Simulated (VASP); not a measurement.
# HfB2 (P6/mmm) in VASP: settings compared

The runs below take HfB2 through relaxation of cell and atoms, single point, with LDA, PBEsol, PBE.

Program: VASP 6.6.1. These are calculated values, not measurements. Logs are shortened: lines on timing, memory, paths and dates and some standing lists are left out, and cuts for length are marked.

## Step 1: The cell of the first run

The structure is hexagonal, space group P6/mmm (No. 191). The conventional cell has a = 3.140 Å, b = 3.140 Å, c = 3.480 Å, α = 90.00°, β = 90.00°, γ = 120.00°. Hf (site symmetry 6/mmm) has 12 B at 2.51 Å and 6 Hf at 3.14 Å within 3.3 Å. B (site symmetry -6m2) has 3 B at 1.81 Å within 2.4 Å.

## Step 2: Relaxation of cell and atoms, LDA

File INCAR:

```
SYSTEM = HfB2
ALGO     = Normal         ! electronic algorithm
EDIFF    = 1E-6           ! SCF threshold, eV
EDIFFG   = -0.01          ! ionic threshold
ENCUT    = 600            ! plane-wave cutoff, eV
GGA      = CA             ! functional
IBRION   = 2              ! ionic algorithm
ISIF     = 3              ! what is computed and relaxed
ISMEAR   = -1             ! smearing method
LASPH    = .TRUE.         ! aspherical terms in the spheres
LCHARG   = .FALSE.        ! write CHGCAR
LREAL    = .FALSE.        ! projectors in reciprocal space
LWAVE    = .FALSE.        ! write WAVECAR
NELM     = 100            ! most SCF steps
NSW      = 60             ! ionic steps
PREC     = Accurate       ! precision mode
SIGMA    = 0.05           ! smearing width, eV
```

File KPOINTS:

```
k-points
0
G
  10 10 8
  0 0 0
```

File POSCAR:

```
HfB2
1.0
    3.1400000000      0.0000000000      0.0000000000
   -1.5700000000      2.7193197679      0.0000000000
    0.0000000000      0.0000000000      3.4800000000
Hf B
1 2
Direct
    0.0000000000      0.0000000000      0.0000000000
    0.6666666667      0.3333333333      0.5000000000
    0.3333333333      0.6666666667      0.5000000000
```

Potentials or basis: VASP PAW LDA potentials, release 64 (Hf_pv, B).

Launch:

```
> cat potpaw_LDA.64/Hf_pv/POTCAR potpaw_LDA.64/B/POTCAR > POTCAR
> mpirun -np 1 vasp_std > vasp.out
```

OUTCAR:

```text
SYSTEM = HfB2
   EDIFF = 1E-6
   EDIFFG = -0.01
   ENCUT = 600
   GGA = CA
   IBRION = 2
   ISIF = 3
   ISMEAR = -1
   LASPH = .TRUE.
   LREAL = .FALSE.
   NELM = 100
   NSW = 60
   PREC = Accurate

 ion  position               nearest neighbor table
   1  0.000  0.000  0.000-   2 2.51   3 2.51   2 2.51   3 2.51   2 2.51   2 2.51   3 2.51   3 2.51
                             2 2.51   2 2.51   3 2.51   3 2.51
   2  0.667  0.333  0.500-   3 1.81   3 1.81   3 1.81   1 2.51   1 2.51   1 2.51   1 2.51   1 2.51
                             1 2.51
   3  0.333  0.667  0.500-   2 1.81   2 1.81   2 1.81   1 2.51   1 2.51   1 2.51   1 2.51   1 2.51
                             1 2.51

  LATTYP: Found a hexagonal cell.
 ALAT       =     3.1400000000
 C/A-ratio  =     1.1082802548

  Lattice vectors:

 A1 = (   3.1400000000,   0.0000000000,   0.0000000000)
 A2 = (  -1.5700000000,   2.7193197679,   0.0000000000)
 A3 = (   0.0000000000,   0.0000000000,   3.4800000000)

Analysis of symmetry for initial positions (statically):
=====================================================================
 Subroutine PRICEL returns:
 Original cell was already a primitive cell.

 Routine SETGRP: Setting up the symmetry group for a
 hexagonal supercell.

 Subroutine GETGRP returns: Found 24 space group operations
 (whereof 24 operations were pure point group operations)
 out of a pool of 24 trial point group operations.

The static configuration has the point symmetry D_6h.

Analysis of symmetry for dynamics (positions and initial velocities):
=====================================================================
 Subroutine PRICEL returns:
 Original cell was already a primitive cell.

 Routine SETGRP: Setting up the symmetry group for a
 hexagonal supercell.

 Subroutine GETGRP returns: Found 24 space group operations
 (whereof 24 operations were pure point group operations)
 out of a pool of 24 trial point group operations.

The dynamic configuration has the point symmetry D_6h.

 Subroutine INISYM returns: Found 24 space group operations
 (whereof 24 operations are pure point group operations),
 and found     1 'primitive' translations

----------------------------------------------------------------------------------------

                                     Primitive cell

  volume of cell :      29.7146

  direct lattice vectors                    reciprocal lattice vectors
     3.140000000  0.000000000  0.000000000     0.318471338  0.183869512  0.000000000
    -1.570000000  2.719319768  0.000000000     0.000000000  0.367739025  0.000000000
     0.000000000  0.000000000  3.480000000     0.000000000  0.000000000  0.287356322

  length of vectors
     3.140000000  3.140000000  3.480000000     0.367739025  0.367739025  0.287356322

  position of ions in fractional coordinates (direct lattice)
     0.000000000  0.000000000  0.000000000
     0.666666667  0.333333333  0.500000000
     0.333333333  0.666666667  0.500000000

  ion indices of the primitive-cell ions
   primitive index   ion index
                 1           1
                 2           2
                 3           3

----------------------------------------------------------------------------------------

 KPOINTS: k-points

Automatic generation of k-mesh.
 Grid dimensions read from file:
 generate k-points for:   10   10    8

 Generating k-lattice:

  Cartesian coordinates                     Fractional coordinates (reciprocal lattice)
     0.031847134  0.018386951  0.000000000     0.100000000  0.000000000  0.000000000
     0.000000000  0.036773902  0.000000000     0.000000000  0.100000000  0.000000000
     0.000000000  0.000000000  0.035919540     0.000000000  0.000000000  0.125000000

  Length of vectors
     0.036773902  0.036773902  0.035919540

  Shift w.r.t. Gamma in fractional coordinates (k-lattice)
     0.000000000  0.000000000  0.000000000

 Subroutine IBZKPT returns following result:
 ===========================================

 Found     70 irreducible k-points:

 Following reciprocal coordinates:
            Coordinates               Weight
  0.000000  0.000000  0.000000      1.000000
  0.100000  0.000000  0.000000      6.000000
  0.200000  0.000000  0.000000      6.000000
  0.300000  0.000000  0.000000      6.000000
  0.400000  0.000000  0.000000      6.000000
  0.500000  0.000000  0.000000      3.000000
[... 16 lines left out ...]
  0.300000  0.100000  0.125000     24.000000
  0.400000  0.100000  0.125000     24.000000
 [... further k-points ...]
   k-points           NKPTS =     70   k-points in BZ     NKDIM =     70   number of bands    NBANDS=     12
   number of dos      NEDOS =    301   number of ions     NIONS =      3
   total plane-waves  NPLWV =  21952
   dimension x,y,z NGX =    28 NGY =   28 NGZ =   28
   dimension x,y,z NGXF=    56 NGYF=   56 NGZF=   56
   ions per type =               1   2
   NGX,Y,Z   is equivalent  to a cutoff of  14.82, 14.82, 13.38 a.u.
   NGXF,Y,Z  is equivalent  to a cutoff of  29.65, 29.65, 26.75 a.u.
 SYSTEM =  HfB2
   PREC   = accura    normal or accurate (medium, high low for compatibility)
   ISTART =      0    job   : 0-new  1-cont  2-samecut
   ICHARG =      2    charge: 1-file 2-atom 10-const
   ISPIN  =      1    spin polarized calculation?
   LNONCOLLINEAR =      F non collinear calculations
   LSORBIT =      F    spin-orbit coupling
   LASPH  =      T    aspherical Exc in radial PAW
   ENCUT  =  600.0 eV  44.10 Ry    6.64 a.u.   6.27  6.27  6.95*2*pi/ulx,y,z
   NELM   =    100;   NELMIN=  2; NELMDL= -5     # of ELM steps
   EDIFF  = 0.1E-05   stopping-criterion for ELM
   LREAL  =      F    real-space projection
   EDIFFG = -.1E-01   stopping-criterion for IOM
   NSW    =     60    number of steps for IOM
   IBRION =      2    ionic relax: 0-MD 1-quasi-New 2-CG
   NFREE  =      1    steps in history (QN), initial steepest desc. (CG)
   ISIF   =      3    stress and relaxation
   ISYM   =      2    0-nonsym 1-usesym 2-fastsym
   POTIM  = 0.5000    time-step for ionic-motion
   TEBEG  =    0.0;   TEEND  =   0.0 temperature during run
   PSTRESS=    0.0 pullay stress
   NELECT =      16.0000    total number of electrons
   NUPDOWN=      -1.0000    fix difference up-down
   EMIN   =  10.00;   EMAX   =-10.00  energy-range for DOS
   EFERMI =   0.00;   METHOD = LEGACY
   ISMEAR =    -1;   SIGMA  =   0.05  broadening in eV -4-tet -1-fermi 0-gaus
   EFERMI_NEDOS =   21; number of points for ismear=-14 and -15
   IALGO  =     38    algorithm
   IMIX   =      4    mixing-type and parameters
     AMIX     =   0.40;   BMIX     =  1.00
     AMIX_MAG =   1.60;   BMIX_MAG =  1.00
  volume/ion in A,a.u.               =       9.90        66.84
  Fermi-wavevector in a.u.,A,eV,Ry     =   1.331860  2.516850 24.134693  1.773850
  Thomas-Fermi vector in A             =   2.460838
   LORBIT       =      0    0 simple, 1 ext, 2 COOP (PROOUT), +10 PAW based schemes
   GGA     = CA    functional components
   LHFCALC =     F    Hartree Fock is set to
   AEXX    =    0.0000 exact exchange contribution
   IVDW    =     0    specifies the selected vdW correction
   LEPSILON=     F    determine dielectric tensor
   LRPA    =     F    only Hartree local field effects (RPA)
 conjugate gradient relaxation of ions
 non-spin polarized calculation
  energy-cutoff  :      600.00
  volume of cell :       29.71
 maximum number of plane-waves:      1010
 NGX is ok and might be reduce to    28
   NGX = 13   NGY = 13   NGZ = 13

--------------------------------------- Ionic step        1  -------------------------------------------

 number of electron      15.9999999 magnetization

 Free energy of the ion-electron system (eV)
  ---------------------------------------------------
  ext. energy  EPLUGINS =         0.00000000
  ---------------------------------------------------
  free energy    TOTEN  =       -28.92021714 eV

  energy without entropy =      -28.91762722  energy(sigma->0) =      -28.91892218

------------------------ aborting loop because EDIFF is reached ----------------------------------------

  FORCE on cell =-STRESS in cart. coord.  units (eV):
  Direction    XX          YY          ZZ          XY          YZ          ZX
  --------------------------------------------------------------------------------------
  -------------------------------------------------------------------------------------
  Total       -1.8213747     -1.8213747     -1.7624817      0.0000000      0.0000000      0.0000000
  in kB      -98.2066060    -98.2066060    -95.0311598      0.0000000      0.0000000      0.0000000
  external PRESSURE =     -97.1481239 kB  Pullay stress =       0.0000000 kB
[... 133 lines left out ...]
  energy  without entropy=      -28.9519336781  energy(sigma->0) =      -28.95319922

--------------------------------------- Ionic step        5  -------------------------------------------

 number of electron      16.0000001 magnetization

 Free energy of the ion-electron system (eV)
  ---------------------------------------------------
  ext. energy  EPLUGINS =         0.00000000
  ---------------------------------------------------
  free energy    TOTEN  =       -28.95458146 eV

  energy without entropy =      -28.95201259  energy(sigma->0) =      -28.95329702

 E-fermi :   7.8327     XC(G=0): -12.8994

 val. band max:        7.7719775560   @ k =   0.2000   0.2000   0.1250
 cond. band min:       8.0728890119   @ k =   0.1000   0.1000   0.2500
 fundamental gap:      0.3009114559
 Fermi energy:         7.8327203841

 k-point     1 :       0.0000    0.0000    0.0000
  band No.  band energies     occupation
      1     -22.4014      2.00000
      2     -21.8481      2.00000
      3     -21.8481      2.00000
      4      -5.8054      2.00000
      5       4.8702      2.00000
      6       4.9888      2.00000
      7       4.9888      2.00000
      8       5.3089      2.00000
      9      12.0952      0.00000
     10      12.0952      0.00000
     11      12.7799      0.00000
     12      12.7799      0.00000
[... 331 lines left out ...]
 k-point    24 :       0.4000    0.1000    0.1250
  band No.  band energies     occupation
      1     -22.6758      2.00000
      2     -22.2867      2.00000
      3     -22.0966      2.00000
      4      -1.9590      2.00000
      5      -0.5712      2.00000
      6       3.2889      2.00000
      7       4.1646      2.00000
      8       5.6650      2.00000
      9       9.1890      0.00000
     10      12.2666      0.00000
     11      12.3643      0.00000
     12      14.4515      0.00000

 [... further k-points ...]
[... 5 lines left out ...]
  --------------------------------------------------------------------------------------
  -------------------------------------------------------------------------------------
  Total        0.0129825      0.0129825      0.0101464     -0.0000000      0.0000000      0.0000000
  in kB        0.7270806      0.7270806      0.5682463     -0.0000000      0.0000000      0.0000000
  external PRESSURE =       0.6741358 kB  Pullay stress =       0.0000000 kB
[... 18 lines left out ...]
  FREE ENERGIE OF THE ION-ELECTRON SYSTEM (eV)
  ---------------------------------------------------
  free  energy   TOTEN  =       -28.9545814634 eV

  energy  without entropy=      -28.9520125858  energy(sigma->0) =      -28.95329702

 reached required accuracy - stopping structural energy minimisation
```

It took 67 s on 1 thread of Intel Xeon 6975P-C, shared host; peak memory 0.18 GiB.

Results:

```yaml
Free_energy: -28.9546 eV
Relaxed_volume: 9.54 Å³/atom
Relaxed_cell: a = 3.102 Å, b = 3.102 Å, c = 3.432 Å, α = 90.00°, β = 90.00°, γ = 120.00°
Space_group_after_relaxing_to_0.05_Å: P6/mmm (No. 191)
Energy_gained_by_relaxing: 11.5 meV/atom
Ionic_steps: 5
Pressure_after_relaxing: 0.1 GPa
Band_gap_on_the_k_mesh: zero (band 8 reaches 8.53 eV, above the bottom of band 9 at 7.69 eV)
```

The path:
```tsv
step	energy change (eV)	largest force (eV/Å)	pressure (GPa)	volume (Å³)
1	0.0000	0.0000	-9.71	29.71
2	0.0317	0.0000	15.50	27.21
3	-0.0342	0.0000	-0.13	28.63
4	-0.0342	0.0000	0.05	28.61
5	-0.0344	0.0000	0.07	28.61
```

Final structure:
```
Hf B
1.0
     3.10240    0.00000    0.00000
    -1.55120    2.68676    0.00000
     0.00000    0.00000    3.43209
Hf B
1 2
Cartesian
  0.0000 0.0000 0.0000
  1.5512 0.8956 1.7160
  0.0000 1.7912 1.7160
```

Caveat: spin-orbit coupling is left out, which moves the levels of the heavy elements. Zero-point motion and thermal expansion aren't in these numbers.

(Continued in part 2 of 2.)
